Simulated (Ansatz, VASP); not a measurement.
## Nb in VASP and in Ansatz

INCAR

```
SYSTEM = Nb
ALGO = Normal
EDIFF = 1E-6
ENCUT = 500
GGA = PS
GGA_COMPAT = .FALSE.
ISIF = 2
ISMEAR = -1
LASPH = .TRUE.
LCHARG = .FALSE.
LREAL = .FALSE.
LWAVE = .FALSE.
NBANDS = 12
NELM = 120
PREC = Accurate
SIGMA = 0.05
```

KPOINTS

```
k-points
0
G
  11 11 11
  0 0 0
```

File POSCAR:

```
Nb
1.0
   -1.6548140000      1.6618910000      1.6630990000
    1.6118880000     -1.6697760000      1.6280580000
    1.7028480000      1.7178090000     -1.6709840000
Nb
1
Direct
   -0.0028920000     -0.0076530000      0.0052760000
```

File input.yaml:

```yaml
crystal:
  lattice:
    - [-1.654814, 1.661891, 1.663099]
    - [1.611888, -1.669776, 1.628058]
    - [1.702848, 1.717809, -1.670984]
  atoms:
    - { symbol: Nb, position: [-0.002892, -0.007653, 0.005276] }
kpoints:
  mp_grid: { grid: [11, 11, 11] }
scf:
  occupations: { method: fermi_dirac, width: 0.05 }
hamiltonian:
  xc: pbesol
  pseudopotentials: { kind: all_electron, lapw: { basis_error: 0.001 } }
output:
  forces: true
  stress: true
  eigenvalues: true
  populations: true
```

Change from the starting cell: cell strained at random at fixed volume.

Alike in both runs: task single point; functional PBEsol; k mesh 11 × 11 × 11; occupations fermi-dirac, width 0.05 eV; no spin polarisation.

```csv
,VASP,Ansatz
version,VASP 6.6.1,Ansatz 0.2.0
potentials or method,"VASP PAW PBE potentials, release 64 (Nb_sv), cutoff 500 eV","all-electron LAPW, scalar-relativistic"
```

VASP gave:

```
gap on the k mesh at the Fermi level (eV)                     : none
pressure (GPa)                                                : -8.2
traceless stress, the component that is largest in VASP (GPa) : -1.44
```

Estimate Ansatz's values.

gap on the k mesh at the Fermi level (eV): none; pressure (GPa): -7.9; traceless stress, the component that is largest in VASP (GPa): -1.45.

VASP's potentials were made for PBE, not for PBEsol. A gap of «none» marks a metal or a gap that the smearing closes. Ansatz ran all-electron here, and VASP with PAW potentials.
